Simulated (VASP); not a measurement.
# HfN (Imm2) in VASP: notebook

Runs on HfN. Level: PBE. Tasks: single point.

Program: VASP 6.6.1. These are calculated values, not measurements. Logs are shortened: lines on timing, memory, paths and dates and some standing lists are left out, and cuts for length are marked.

## (1) The cell of the first run

The structure is orthorhombic, space group Imm2 (No. 44). The conventional cell has a = 3.195 Å, b = 4.518 Å, c = 3.195 Å, α = 90.00°, β = 90.00°, γ = 90.00°. Hf (site symmetry mm2) has 6 N at 2.06 to 2.48 Å within 2.7 Å. N (site symmetry mm2) has 6 Hf at 2.06 to 2.48 Å within 2.7 Å.

## (2) Single point, PBE

Contents of INCAR:

```
ALGO     = Normal         # electronic algorithm
EDIFF    = 1E-7           # SCF threshold, eV
ENCUT    = 520            # plane-wave cutoff, eV
GGA      = PE             # functional
ISIF     = 2              # what is computed and relaxed
ISMEAR   = 0              # smearing method
LASPH    = True           # aspherical terms in the spheres
LCHARG   = False          # write CHGCAR
LREAL    = False          # projectors in reciprocal space
LWAVE    = False          # write WAVECAR
NBANDS   = 14             # bands
NELM     = 80             # most SCF steps
PREC     = Accurate       # precision mode
SIGMA    = 0.15           # smearing width, eV
```

Contents of KPOINTS:

```
k-points
0
Gamma
  18 18 18
```

Contents of POSCAR:

```
HfN
1.0
    0.0000000000      2.2590000000      2.2590000000
    2.2590000000      0.0000000000      2.2590000000
    2.2590000000      2.2590000000      0.0000000000
Hf N
1 1
Direct
    0.0000000000      0.0000000000      0.0000000000
    0.5939052830      0.5000000000      0.5000000000
```

Potentials or basis: VASP PAW PBE potentials, release 64 (Hf_pv, N).

The run is started by

```
> cat potpaw_PBE.64/Hf_pv/POTCAR potpaw_PBE.64/N/POTCAR > POTCAR
> mpirun -np 1 vasp_std > vasp.out
```

OUTCAR:

```text
EDIFF = 1E-7
   ENCUT = 520
   GGA = PE
   ISIF = 2
   ISMEAR = 0
   LASPH = True
   LREAL = False
   NELM = 80
   PREC = Accurate

 ion  position               nearest neighbor table
   1  0.000  0.000  0.000-   2 2.06   2 2.06   2 2.28   2 2.28   2 2.48   2 2.48
   2  0.594  0.500  0.500-   1 2.06   1 2.06   1 2.28   1 2.28   1 2.48   1 2.48

  LATTYP: Found a face centered cubic cell.
 ALAT       =     4.5180000000

  Lattice vectors:

 A1 = (   0.0000000000,   2.2590000000,   2.2590000000)
 A2 = (   2.2590000000,   0.0000000000,   2.2590000000)
 A3 = (   2.2590000000,   2.2590000000,   0.0000000000)

Analysis of symmetry for initial positions (statically):
=====================================================================
 Subroutine PRICEL returns:
 Original cell was already a primitive cell.

 Routine SETGRP: Setting up the symmetry group for a
 face centered cubic supercell.

 Subroutine GETGRP returns: Found  4 space group operations
 (whereof  4 operations were pure point group operations)
 out of a pool of 48 trial point group operations.

The static configuration has the point symmetry C_2v.

Analysis of symmetry for dynamics (positions and initial velocities):
=====================================================================
 Subroutine PRICEL returns:
 Original cell was already a primitive cell.

 Routine SETGRP: Setting up the symmetry group for a
 face centered cubic supercell.

 Subroutine GETGRP returns: Found  4 space group operations
 (whereof  4 operations were pure point group operations)
 out of a pool of 48 trial point group operations.

The dynamic configuration has the point symmetry C_2v.

 Subroutine INISYM returns: Found  4 space group operations
 (whereof  4 operations are pure point group operations),
 and found     1 'primitive' translations

----------------------------------------------------------------------------------------

                                     Primitive cell

  volume of cell :      23.0557

  direct lattice vectors                    reciprocal lattice vectors
     0.000000000  2.259000000  2.259000000    -0.221336875  0.221336875  0.221336875
     2.259000000  0.000000000  2.259000000     0.221336875 -0.221336875  0.221336875
     2.259000000  2.259000000  0.000000000     0.221336875  0.221336875 -0.221336875

  length of vectors
     3.194708437  3.194708437  3.194708437     0.383366713  0.383366713  0.383366713

  position of ions in fractional coordinates (direct lattice)
     0.000000000  0.000000000  0.000000000
     0.593905283  0.500000000  0.500000000

  ion indices of the primitive-cell ions
   primitive index   ion index
                 1           1
                 2           2

----------------------------------------------------------------------------------------

 KPOINTS: k-points

Automatic generation of k-mesh.
 Grid dimensions read from file:
 generate k-points for:   18   18   18

 Generating k-lattice:

  Cartesian coordinates                     Fractional coordinates (reciprocal lattice)
    -0.012296493  0.012296493  0.012296493     0.055555556  0.000000000  0.000000000
     0.012296493 -0.012296493  0.012296493     0.000000000  0.055555556  0.000000000
     0.012296493  0.012296493 -0.012296493     0.000000000  0.000000000  0.055555556

  Length of vectors
     0.021298151  0.021298151  0.021298151

  Shift w.r.t. Gamma in fractional coordinates (k-lattice)
     0.000000000  0.000000000  0.000000000

 Subroutine IBZKPT returns following result:
 ===========================================

 Found    865 irreducible k-points:

 Following reciprocal coordinates:
            Coordinates               Weight
  0.000000  0.000000  0.000000      1.000000
  0.055556  0.000000  0.000000      4.000000
  0.000000  0.055556  0.000000      4.000000
  0.111111  0.000000  0.000000      4.000000
  0.000000  0.111111  0.000000      4.000000
  0.166667  0.000000  0.000000      4.000000
[... 16 lines left out ...]
  0.000000  0.111111  0.055556      4.000000
  0.055556  0.000000  0.111111      8.000000
 [... further k-points ...]
   k-points           NKPTS =    865   k-points in BZ     NKDIM =    865   number of bands    NBANDS=     14
   number of dos      NEDOS =    301   number of ions     NIONS =      2
   total plane-waves  NPLWV =  13824
   dimension x,y,z NGX =    24 NGY =   24 NGZ =   24
   dimension x,y,z NGXF=    48 NGYF=   48 NGZF=   48
   ions per type =               1   1
   NGX,Y,Z   is equivalent  to a cutoff of  12.49, 12.49, 12.49 a.u.
   NGXF,Y,Z  is equivalent  to a cutoff of  24.98, 24.98, 24.98 a.u.
 SYSTEM =  unknown system
   PREC   = accura    normal or accurate (medium, high low for compatibility)
   ISTART =      0    job   : 0-new  1-cont  2-samecut
   ICHARG =      2    charge: 1-file 2-atom 10-const
   ISPIN  =      1    spin polarized calculation?
   LNONCOLLINEAR =      F non collinear calculations
   LSORBIT =      F    spin-orbit coupling
   LASPH  =      T    aspherical Exc in radial PAW
   ENCUT  =  520.0 eV  38.22 Ry    6.18 a.u.   5.94  5.94  5.94*2*pi/ulx,y,z
   NELM   =     80;   NELMIN=  2; NELMDL= -5     # of ELM steps
   EDIFF  = 0.1E-06   stopping-criterion for ELM
   LREAL  =      F    real-space projection
   EDIFFG = 0.1E-05   stopping-criterion for IOM
   NSW    =      0    number of steps for IOM
   IBRION =     -1    ionic relax: 0-MD 1-quasi-New 2-CG
   NFREE  =      0    steps in history (QN), initial steepest desc. (CG)
   ISIF   =      2    stress and relaxation
   ISYM   =      2    0-nonsym 1-usesym 2-fastsym
   POTIM  = 0.5000    time-step for ionic-motion
   TEBEG  =    0.0;   TEEND  =   0.0 temperature during run
   PSTRESS=    0.0 pullay stress
   NELECT =      15.0000    total number of electrons
   NUPDOWN=      -1.0000    fix difference up-down
   EMIN   =  10.00;   EMAX   =-10.00  energy-range for DOS
   EFERMI =   0.00;   METHOD = LEGACY
   ISMEAR =     0;   SIGMA  =   0.15  broadening in eV -4-tet -1-fermi 0-gaus
   EFERMI_NEDOS =   21; number of points for ismear=-14 and -15
   IALGO  =     38    algorithm
   IMIX   =      4    mixing-type and parameters
     AMIX     =   0.40;   BMIX     =  1.00
     AMIX_MAG =   1.60;   BMIX_MAG =  1.00
  volume/ion in A,a.u.               =      11.53        77.79
  Fermi-wavevector in a.u.,A,eV,Ry     =   1.418553  2.680677 27.378918  2.012294
  Thomas-Fermi vector in A             =   2.539667
   LORBIT       =      0    0 simple, 1 ext, 2 COOP (PROOUT), +10 PAW based schemes
   GGA     = PE    functional components
   LHFCALC =     F    Hartree Fock is set to
   AEXX    =    0.0000 exact exchange contribution
   IVDW    =     0    specifies the selected vdW correction
   LEPSILON=     F    determine dielectric tensor
   LRPA    =     F    only Hartree local field effects (RPA)
 non-spin polarized calculation
 Gauss-broadening in eV      SIGMA  =   0.15
  energy-cutoff  :      520.00
  volume of cell :       23.06
 maximum number of plane-waves:       636
   NGX = 11   NGY = 11   NGZ = 11

 number of electron      14.9999999 magnetization

 Free energy of the ion-electron system (eV)
  ---------------------------------------------------
  ext. energy  EPLUGINS =         0.00000000
  ---------------------------------------------------
  free energy    TOTEN  =       -21.23066536 eV

  energy without entropy =      -21.22283066  energy(sigma->0) =      -21.22674801

 E-fermi :   8.3078     XC(G=0): -12.6946

 val. band max:        8.3045083690   @ k =   0.0556   0.0000  -0.2778
 cond. band min:       8.3090963007   @ k =   0.2222   0.0556   0.5000
 fundamental gap:      0.0045879318
 Fermi energy:         8.3077941741

 k-point     1 :       0.0000    0.0000    0.0000
  band No.  band energies     occupation
      1     -22.7344      2.00000
      2     -22.6884      2.00000
      3     -22.6451      2.00000
      4      -9.1342      2.00000
      5       4.2061      2.00000
      6       4.4082      2.00000
      7       4.5031      2.00000
      8       8.0435      1.98728
      9       9.0514      0.00000
     10       9.3010      0.00000
     11       9.9675      0.00000
     12      11.1074      0.00000
     13      11.6489      0.00000
     14      17.7611      0.00000

 k-point     2 :       0.0556    0.0000    0.0000
  band No.  band energies     occupation
      1     -22.7591      2.00000
      2     -22.6912      2.00000
      3     -22.6553      2.00000
      4      -9.0654      2.00000
      5       3.9297      2.00000
      6       4.3889      2.00000
      7       4.4282      2.00000
      8       8.1249      1.91542
      9       9.0056      0.00000
     10       9.1244      0.00000
     11      10.2764      0.00000
     12      11.4241      0.00000
     13      11.8411      0.00000
     14      18.0153      0.00000

 k-point     3 :       0.0000    0.0556    0.0000
  band No.  band energies     occupation
      1     -22.7434      2.00000
      2     -22.7102      2.00000
      3     -22.6540      2.00000
      4      -9.0610      2.00000
      5       3.8567      2.00000
      6       4.3608      2.00000
      7       4.6133      2.00000
      8       8.0220      1.99294
      9       8.9130      0.00000
     10       9.1977      0.00000
     11      10.2366      0.00000
     12      11.3307      0.00000
     13      12.0132      0.00000
     14      18.0017      0.00000
[... 324 lines left out ...]
 k-point    23 :       0.0000    0.1111    0.0556
  band No.  band energies     occupation
      1     -22.7842      2.00000
      2     -22.7388      2.00000
      3     -22.6819      2.00000
      4      -8.8879      2.00000
      5       3.2753      2.00000
      6       4.2285      2.00000
      7       4.5808      2.00000
      8       8.1795      1.77368
      9       8.7869      0.00001
     10       8.9778      0.00000
     11      10.6415      0.00000
     12      12.0641      0.00000
     13      12.6190      0.00000
     14      18.6312      0.00000

 k-point    24 :       0.0556    0.0000    0.1111
  band No.  band energies     occupation
      1     -22.8051      2.00000
      2     -22.7355      2.00000
      3     -22.6683      2.00000
      4      -8.8745      2.00000
      5       3.3289      2.00000
      6       4.1836      2.00000
      7       4.5737      2.00000
      8       7.8565      1.99998
      9       8.8428      0.00000
     10       9.4849      0.00000
     11      10.5493      0.00000
     12      11.5564      0.00000
     13      12.9941      0.00000
     14      18.6135      0.00000

 [... further k-points ...]

------------------------ aborting loop because EDIFF is reached ----------------------------------------

  FORCE on cell =-STRESS in cart. coord.  units (eV):
  Direction    XX          YY          ZZ          XY          YZ          ZX
  --------------------------------------------------------------------------------------
  -------------------------------------------------------------------------------------
  Total        0.5464457      2.9515933      2.9515933      0.0000000     -0.4529466      0.0000000
  in kB       37.9733480    205.1107461    205.1107461      0.0000000    -31.4759516      0.0000000
  external PRESSURE =     149.3982801 kB  Pullay stress =       0.0000000 kB

 VOLUME and BASIS-vectors are now :
 -----------------------------------------------------------------------------
  energy-cutoff  :      520.00
  volume of cell :       23.06
      direct lattice vectors                 reciprocal lattice vectors
     0.000000000  2.259000000  2.259000000    -0.221336875  0.221336875  0.221336875
     2.259000000  0.000000000  2.259000000     0.221336875 -0.221336875  0.221336875
     2.259000000  2.259000000  0.000000000     0.221336875  0.221336875 -0.221336875

 POSITION                                       TOTAL-FORCE (eV/Angst)
 -----------------------------------------------------------------------------------
      0.00000      0.00000      0.00000        -0.000000      2.506723      2.506723
      2.25900      2.47113      2.47113         0.000000     -2.506723     -2.506723
 -----------------------------------------------------------------------------------
    total drift:                                0.000000     -0.000046     -0.000046

  FREE ENERGIE OF THE ION-ELECTRON SYSTEM (eV)
  ---------------------------------------------------
  free  energy   TOTEN  =       -21.2306653600 eV

  energy  without entropy=      -21.2228306557  energy(sigma->0) =      -21.22674801
```

Run time: 2.2 min. Hardware: 1 thread of AMD EPYC 9R45 (Zen 5), shared host; peak memory 0.35 GiB.

What came out:

* Free energy: -21.2307 eV
* Pressure: 14.9 GPa
* Largest force: 3.545 eV/Å

Forces in eV/Å, atoms in the order of the input:
```
Hf   0.000  2.507  2.507
N    0.000 -2.507 -2.507
```

Levels at points of the mesh, in eV from the Fermi level:
| k point | band 5 | band 6 | band 7 | band 8 | band 9 | band 10 | band 11 | band 12 |
| --- | --- | --- | --- | --- | --- | --- | --- | --- |
| (0.00, 0.00, 0.00) | -4.10 | -3.90 | -3.80 | -0.26 | 0.74 | 0.99 | 1.66 | 2.80 |
| (0.50, 0.00, 0.00) | -8.65 | -6.27 | -6.09 | 2.71 | 3.65 | 4.25 | 4.89 | 8.52 |
| (0.00, 0.50, 0.00) | -8.78 | -5.99 | -5.66 | 2.76 | 2.82 | 3.94 | 4.47 | 7.79 |
| (0.50, 0.50, 0.00) | -5.28 | -5.17 | -3.76 | -2.04 | 4.47 | 5.01 | 5.56 | 5.62 |
| (0.00, 0.50, 0.50) | -5.70 | -5.40 | -3.96 | -1.22 | 4.66 | 4.99 | 5.61 | 5.65 |

Caveat: the cell differs from its parent crystal (all N atoms moved -0.300 Å, as atom 2 towards its neighbour atom 2 (N) at 3.195 Å); spin-orbit coupling is left out, which moves the levels of the heavy elements; forces of over 1 eV/Å act on the atoms, so gaps and moduli don't describe the material at rest.

[end of part 1 of 2]
